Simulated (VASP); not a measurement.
# CrO2 (P-42_1m) in VASP: notebook

CrO2 is run at these levels: PBE; tasks: single point.

Program: VASP 6.6.1. These are calculated values, not measurements. Logs are shortened: lines on timing, memory, paths and dates and some standing lists are left out, and cuts for length are marked.

### 1 The cell of the first run

Symmetry: P-42_1m, No. 113, tetragonal system. Conventional cell: a = 4.441 Å, b = 4.441 Å, c = 2.975 Å, α = 90.00°, β = 90.00°, γ = 90.00°. Within 2.5 Å of Cr (site symmetry 2mm) lie 6 O at 1.87 to 1.97 Å. O (site symmetry m) has 3 Cr at 1.87 to 1.97 Å and 9 O at 2.53 to 2.72 Å within 2.8 Å.

### 2 Single point, PBE, collinear spin, ferromagnetic start

Input file INCAR:

```
PREC     = Accurate       # precision mode
ENCUT    = 520            # plane-wave cutoff, eV
EDIFF    = 1E-7           # SCF threshold, eV
ISMEAR   = -1             # smearing method
SIGMA    = 0.05           # smearing width, eV
LREAL    = False          # projectors in reciprocal space
LASPH    = True           # aspherical terms in the spheres
NELM     = 150            # most SCF steps
ALGO     = Normal         # electronic algorithm
ISIF     = 2              # what is computed and relaxed
LWAVE    = False          # write WAVECAR
LCHARG   = True           # write CHGCAR
ISPIN    = 2              # spin polarisation
MAGMOM   = 3 3 0 0 0 0    # initial moments
LORBIT   = 11             # projections on sites
LMAXMIX  = 4              # l up to which the mixer works
GGA      = PE             # functional
LELF     = True           # ELF
LVHAR    = True         
NBANDS   = 37             # bands
```

Input file KPOINTS:

```
Automatic mesh
0
Gamma
  6 6 9
```

Input file POSCAR:

```
CrO2
1.0
    4.4413330830      0.0000000000      0.0000000000
    0.0000000000      4.4413330830      0.0000000000
    0.0000000000      0.0000000000      2.9750735420
Cr O
2 4
Direct
    0.5000000000      0.0000000000      0.7615495000
    0.0000000000      0.5000000000      0.2384505000
    0.7982930000      0.7017070000      0.7463765000
    0.2017070000      0.2982930000      0.7463765000
    0.2982930000      0.7982930000      0.2536235000
    0.7017070000      0.2017070000      0.2536235000
```

Potentials or basis: VASP PAW PBE potentials, release 64 (Cr_pv, O).

The run is started by

```bash
> cat potpaw_PBE.64/Cr_pv/POTCAR potpaw_PBE.64/O/POTCAR > POTCAR
> mpirun -np 1 vasp_std > vasp.out
```

OUTCAR:

```text
PREC = Accurate
   ENCUT = 520
   EDIFF = 1E-7
   ISMEAR = -1
   LREAL = False
   LASPH = True
   NELM = 150
   ISIF = 2
   ISPIN = 2
   LORBIT = 11
   GGA = PE

 ion  position               nearest neighbor table
   1  0.500  0.000  0.762-   3 1.87   4 1.87   5 1.94   6 1.94   5 1.97   6 1.97
   2  0.000  0.500  0.238-   5 1.87   6 1.87   3 1.94   4 1.94   3 1.97   4 1.97
   3  0.798  0.702  0.746-   1 1.87   2 1.94   2 1.97
   4  0.202  0.298  0.746-   1 1.87   2 1.94   2 1.97
   5  0.298  0.798  0.254-   2 1.87   1 1.94   1 1.97
   6  0.702  0.202  0.254-   2 1.87   1 1.94   1 1.97

  LATTYP: Found a simple tetragonal cell.
 ALAT       =     4.4413330830
 C/A-ratio  =     0.6698604870

  Lattice vectors:

 A1 = (   4.4413330830,   0.0000000000,   0.0000000000)
 A2 = (   0.0000000000,   4.4413330830,   0.0000000000)
 A3 = (   0.0000000000,   0.0000000000,   2.9750735420)

Analysis of symmetry for initial positions (statically):
=====================================================================
 Subroutine PRICEL returns:
 Original cell was already a primitive cell.

 Routine SETGRP: Setting up the symmetry group for a
 simple tetragonal supercell.

 Subroutine GETGRP returns: Found  8 space group operations
 (whereof  4 operations were pure point group operations)
 out of a pool of 16 trial point group operations.

The static configuration has the point symmetry S_4 .
 The point group associated with its full space group is D_2d.

Analysis of symmetry for dynamics (positions and initial velocities):
=====================================================================
 Subroutine PRICEL returns:
 Original cell was already a primitive cell.

 Routine SETGRP: Setting up the symmetry group for a
 simple tetragonal supercell.

 Subroutine GETGRP returns: Found  8 space group operations
 (whereof  4 operations were pure point group operations)
 out of a pool of 16 trial point group operations.

The dynamic configuration has the point symmetry S_4 .
 The point group associated with its full space group is D_2d.

Analysis of structural, dynamic, and magnetic symmetry:
=====================================================================
 Subroutine PRICEL returns:
 Original cell was already a primitive cell.

 Routine SETGRP: Setting up the symmetry group for a
 simple tetragonal supercell.

 Subroutine GETGRP returns: Found  8 space group operations
 (whereof  4 operations were pure point group operations)
 out of a pool of 16 trial point group operations.

The overall configuration has the point symmetry S_4 .
[... 144 lines left out ...]
   NGX = 17   NGY = 17   NGZ = 11

 number of electron      48.0000025 magnetization       4.0000017

 Free energy of the ion-electron system (eV)
  ---------------------------------------------------
  ext. energy  EPLUGINS =         0.00000000
  ---------------------------------------------------
  free energy    TOTEN  =       -50.28914173 eV

  energy without entropy =      -50.27865944  energy(sigma->0) =      -50.28390059

 E-fermi :   5.3058     XC(G=0): -11.7572

 val. band max:        5.2750042800   @ k =   0.5000   0.5000   0.4444
 cond. band min:       5.3109269817   @ k =   0.3333   0.3333   0.4444
 fundamental gap:      0.0359227018
 Fermi energy:         5.3058293125

 spin component 1

 k-point     1 :       0.0000    0.0000    0.0000
  band No.  band energies     occupation
      1     -39.6262      1.00000
      2     -39.6262      1.00000
      3     -39.5139      1.00000
      4     -39.5139      1.00000
      5     -39.4274      1.00000
      6     -39.4144      1.00000
[... 925 lines left out ...]
     35      16.0199      0.00000
     36      16.0199      0.00000

 [... further k-points ...]

 spin component 2

 k-point     1 :       0.0000    0.0000    0.0000
  band No.  band energies     occupation
      1     -37.6105      1.00000
      2     -37.6105      1.00000
      3     -37.2654      1.00000
      4     -37.2654      1.00000
      5     -37.0017      1.00000
      6     -36.9861      1.00000
[... 925 lines left out ...]
     35      16.2103      0.00000
     36      16.2103      0.00000

 [... further k-points ...]

 [bands above 36 left out]

------------------------ aborting loop because EDIFF is reached ----------------------------------------

  FORCE on cell =-STRESS in cart. coord.  units (eV):
  Direction    XX          YY          ZZ          XY          YZ          ZX
  --------------------------------------------------------------------------------------
  -------------------------------------------------------------------------------------
  Total       -0.8327245     -0.8327245     -2.8960116      0.0000000      0.0000000      0.0000000
  in kB      -22.7346110    -22.7346110    -79.0654028      0.0000000      0.0000000      0.0000000
  external PRESSURE =     -41.5115416 kB  Pullay stress =       0.0000000 kB

 VOLUME and BASIS-vectors are now :
 -----------------------------------------------------------------------------
  energy-cutoff  :      520.00
  volume of cell :       58.68
      direct lattice vectors                 reciprocal lattice vectors
     4.441333083  0.000000000  0.000000000     0.225157623  0.000000000  0.000000000
     0.000000000  4.441333083  0.000000000     0.000000000  0.225157623  0.000000000
     0.000000000  0.000000000  2.975073542     0.000000000  0.000000000  0.336126145

 POSITION                                       TOTAL-FORCE (eV/Angst)
 -----------------------------------------------------------------------------------
      2.22067      0.00000      2.26567         0.000000      0.000000     -0.153728
      0.00000      2.22067      0.70941         0.000000      0.000000      0.153728
      3.54549      3.11651      2.22052         0.425044     -0.425044      0.075236
      0.89585      1.32482      2.22052        -0.425044      0.425044      0.075236
      1.32482      3.54549      0.75455         0.425044      0.425044     -0.075236
      3.11651      0.89585      0.75455        -0.425044     -0.425044     -0.075236
 -----------------------------------------------------------------------------------
    total drift:                               -0.000000     -0.000000     -0.000000

  FREE ENERGIE OF THE ION-ELECTRON SYSTEM (eV)
  ---------------------------------------------------
  free  energy   TOTEN  =       -50.2891417259 eV

  energy  without entropy=      -50.2786594445  energy(sigma->0) =      -50.28390059

 total charge

# of ion       s       p       d       tot
------------------------------------------
    1        0.352   6.435   3.989  10.776
    2        0.352   6.435   3.989  10.776
    3        1.571   3.445   0.000   5.017
    4        1.571   3.445   0.000   5.017
    5        1.571   3.445   0.000   5.017
    6        1.571   3.445   0.000   5.017
--------------------------------------------------
tot          6.989  26.652   7.977  41.618

 magnetization (x)

# of ion       s       p       d       tot
------------------------------------------
    1        0.025   0.031   2.066   2.122
    2        0.025   0.031   2.066   2.122
    3       -0.003  -0.083   0.000  -0.086
    4       -0.003  -0.083   0.000  -0.086
    5       -0.003  -0.083   0.000  -0.086
    6       -0.003  -0.083   0.000  -0.086
--------------------------------------------------
tot          0.039  -0.270   4.132   3.901
```

OSZICAR:

```text
N       E                     dE             d eps       ncg     rms          rms(c)
DAV:   1     0.587925528188E+03    0.58793E+03   -0.26646E+04  7424   0.148E+03
DAV:   2    -0.152398997783E+02   -0.60317E+03   -0.55569E+03  7741   0.449E+02
DAV:   3    -0.653711386450E+02   -0.50131E+02   -0.49256E+02  8170   0.142E+02
[... 11 lines left out ...]
DAV:  15    -0.502891480910E+02   -0.85835E-05   -0.13946E-04  8255   0.957E-02    0.347E-02
DAV:  16    -0.502891419260E+02    0.61650E-05   -0.20357E-05  8097   0.418E-02    0.179E-02
DAV:  17    -0.502891415428E+02    0.38324E-06   -0.51328E-06  8820   0.175E-02    0.556E-03
DAV:  18    -0.502891417091E+02   -0.16632E-06   -0.53891E-07  7407   0.613E-03    0.168E-03
DAV:  19    -0.502891417259E+02   -0.16746E-07   -0.10366E-07  4402   0.243E-03
   1 F= -.50289142E+02 E0= -.50283901E+02  d E =-.104823E-01  mag=     4.0000
```

It took 98 s on 1 thread of Intel Xeon 6975P-C (Granite Rapids), shared host; peak memory 0.29 GiB.

Results:

```yaml
Free_energy: -50.2891 eV
Pressure: -4.2 GPa
Largest_force: 0.606 eV/Å
Band_gap_on_the_k_mesh: zero (filled and empty bands overlap)
Net_moment: 4.00 μB per cell
Site_moments: Cr +2.12; O -0.09 μB
Valence_electrons_inside_the_program's_atomic_spheres: Cr 10.78; O 5.02
```

Forces in eV/Å, atoms in the order of the input:
```
Cr   0.000  0.000 -0.154
Cr   0.000  0.000  0.154
O    0.425 -0.425  0.075
O   -0.425  0.425  0.075
O    0.425  0.425 -0.075
O   -0.425 -0.425 -0.075
```

Stress tensor (GPa, compression positive):
```
-2.27  0.00  0.00
 0.00 -2.27  0.00
 0.00  0.00 -7.91
```

Caveat: the stress differs along the axes, from -8 to -2 GPa; semilocal functionals often make such compounds metallic where correlation or magnetic order opens a gap, which also shifts bond lengths; the run started ferromagnetic, and an antiferromagnetic order may lie lower in energy. With open d or f shells a metallic result of PBE can be an artefact of self-interaction; +U or a hybrid may open a gap.

### 3 Single point, PBE, collinear spin, ferromagnetic start

This run uses another cell than the first one, of 9.98 Å³/atom.

Input file INCAR:

```
SYSTEM = CrO2
PREC     = Accurate       ! precision mode
ENCUT    = 520            ! plane-wave cutoff, eV
EDIFF    = 1E-6           ! SCF threshold, eV
ISMEAR   = -1             ! smearing method
SIGMA    = 0.05           ! smearing width, eV
LREAL    = .FALSE.        ! projectors in reciprocal space
LASPH    = .TRUE.         ! aspherical terms in the spheres
NELM     = 150            ! most SCF steps
ALGO     = Normal         ! electronic algorithm
ISIF     = 2              ! what is computed and relaxed
LWAVE    = .FALSE.        ! write WAVECAR
LCHARG   = .FALSE.        ! write CHGCAR
ISPIN    = 2              ! spin polarisation
MAGMOM   = 3 3 0 0 0 0    ! initial moments
LORBIT   = 11             ! projections on sites
LMAXMIX  = 4              ! l up to which the mixer works
GGA      = PE             ! functional
NBANDS   = 37             ! bands
```

Input file KPOINTS:

```
Automatic mesh
0
G
  6 6 9
  0 0 0
```

Changes to POSCAR since step 2:

```diff
@@ -2,5 +2,5 @@
 1.0
-    4.4413330830      0.0000000000      0.0000000000
-    0.0000000000      4.4413330830      0.0000000000
-    0.0000000000      0.0000000000      2.9750735420
+    4.4713430006      0.0000000000      0.0000000000
+    0.0000000000      4.4713430006      0.0000000000
+    0.0000000000      0.0000000000      2.9951760000
 Cr O
```

Potentials or basis: VASP PAW PBE potentials, release 64 (Cr_pv, O).

The run is started by

```bash
> cat potpaw_PBE.64/Cr_pv/POTCAR potpaw_PBE.64/O/POTCAR > POTCAR
> mpirun -np 1 vasp_std > vasp.out
```

OUTCAR:

```text
SYSTEM = CrO2
   PREC = Accurate
   ENCUT = 520
   EDIFF = 1E-6
   ISMEAR = -1
   LREAL = .FALSE.
   LASPH = .TRUE.
   NELM = 150
   ISIF = 2
   ISPIN = 2
   LORBIT = 11
   GGA = PE

 ion  position               nearest neighbor table
   1  0.500  0.000  0.762-   3 1.89   4 1.89   5 1.95   6 1.95   5 1.99   6 1.99
   2  0.000  0.500  0.238-   5 1.89   6 1.89   3 1.95   4 1.95   3 1.99   4 1.99
   3  0.798  0.702  0.746-   1 1.89   2 1.95   2 1.99
   4  0.202  0.298  0.746-   1 1.89   2 1.95   2 1.99
   5  0.298  0.798  0.254-   2 1.89   1 1.95   1 1.99
   6  0.702  0.202  0.254-   2 1.89   1 1.95   1 1.99

  LATTYP: Found a simple tetragonal cell.
 ALAT       =     4.4713430006
 C/A-ratio  =     0.6698604870

  Lattice vectors:

 A1 = (   4.4713430006,   0.0000000000,   0.0000000000)
 A2 = (   0.0000000000,   4.4713430006,   0.0000000000)
 A3 = (   0.0000000000,   0.0000000000,   2.9951760000)

Analysis of symmetry for initial positions (statically):
=====================================================================
 Subroutine PRICEL returns:
 Original cell was already a primitive cell.

 Routine SETGRP: Setting up the symmetry group for a
 simple tetragonal supercell.
[... 2087 lines left out ...]
  Total       -2.4632414     -2.4632414     -4.5991999      0.0000000      0.0000000      0.0000000
  in kB      -65.9051325    -65.9051325   -123.0536628      0.0000000      0.0000000      0.0000000
  external PRESSURE =     -84.9546426 kB  Pullay stress =       0.0000000 kB

 VOLUME and BASIS-vectors are now :
 -----------------------------------------------------------------------------
  energy-cutoff  :      520.00
  volume of cell :       59.88
      direct lattice vectors                 reciprocal lattice vectors
     4.471343001  0.000000000  0.000000000     0.223646453  0.000000000  0.000000000
     0.000000000  4.471343001  0.000000000     0.000000000  0.223646453  0.000000000
     0.000000000  0.000000000  2.995176000     0.000000000  0.000000000  0.333870197

 POSITION                                       TOTAL-FORCE (eV/Angst)
 -----------------------------------------------------------------------------------
      2.23567      0.00000      2.28097         0.000000      0.000000     -0.133393
      0.00000      2.23567      0.71420         0.000000      0.000000      0.133393
      3.56944      3.13757      2.23553         0.421327     -0.421327      0.089240
      0.90190      1.33377      2.23553        -0.421327      0.421327      0.089240
      1.33377      3.56944      0.75965         0.421327      0.421327     -0.089240
      3.13757      0.90190      0.75965        -0.421327     -0.421327     -0.089240
 -----------------------------------------------------------------------------------
    total drift:                               -0.000000     -0.000000     -0.000000

  FREE ENERGIE OF THE ION-ELECTRON SYSTEM (eV)
  ---------------------------------------------------
  free  energy   TOTEN  =       -50.2440263803 eV

  energy  without entropy=      -50.2337162566  energy(sigma->0) =      -50.23887132

 total charge

# of ion       s       p       d       tot
------------------------------------------
    1        0.344   6.417   3.963  10.725
    2        0.344   6.417   3.963  10.725
    3        1.570   3.434   0.000   5.004
    4        1.570   3.434   0.000   5.004
    5        1.570   3.434   0.000   5.004
    6        1.570   3.434   0.000   5.004
--------------------------------------------------
tot          6.970  26.570   7.927  41.467

 magnetization (x)

# of ion       s       p       d       tot
------------------------------------------
    1        0.025   0.030   2.084   2.140
    2        0.025   0.030   2.084   2.140
    3       -0.003  -0.091   0.000  -0.094
    4       -0.003  -0.091   0.000  -0.094
    5       -0.003  -0.091   0.000  -0.094
    6       -0.003  -0.091   0.000  -0.094
--------------------------------------------------
tot          0.039  -0.305   4.169   3.903
```

stdout:

```text
POSCAR found type information on POSCAR CrO
 POSCAR found :  2 types and       6 ions
 scaLAPACK will be used
 LDA part: xc-table for (Slater+PW92), standard interpolation
 POSCAR, INCAR and KPOINTS ok, starting setup
 FFT: planning ... GRIDC
 FFT: planning ... GRID_SOFT
 FFT: planning ... GRID
 WAVECAR not read
 entering main loop
```

It took 89 s on 1 thread of Intel Xeon 6975P-C (Granite Rapids), shared host; peak memory 0.29 GiB.

What came out:

```yaml
Free_energy: -50.2440 eV
Pressure: -8.5 GPa
Largest_force: 0.602 eV/Å
Band_gap_on_the_k_mesh: zero (filled and empty bands overlap)
Net_moment: 4.00 μB per cell
Site_moments: Cr +2.14; O -0.09 μB
Valence_electrons_inside_the_program's_atomic_spheres: Cr 10.72; O 5.00
```

Forces in eV/Å, atoms in the order of the input:
```
Cr   0.000  0.000 -0.133
Cr   0.000  0.000  0.133
O    0.421 -0.421  0.089
O   -0.421  0.421  0.089
O    0.421  0.421 -0.089
O   -0.421 -0.421 -0.089
```

Caveat: the stress differs along the axes, from -12 to -7 GPa; semilocal functionals often make such compounds metallic where correlation or magnetic order opens a gap, which also shifts bond lengths; the run started ferromagnetic, and an antiferromagnetic order may lie lower in energy. With open d or f shells a metallic result of PBE can be an artefact of self-interaction; +U or a hybrid may open a gap.

The gap in the log of VASP goes by the Fermi energy; the results here count the filled bands.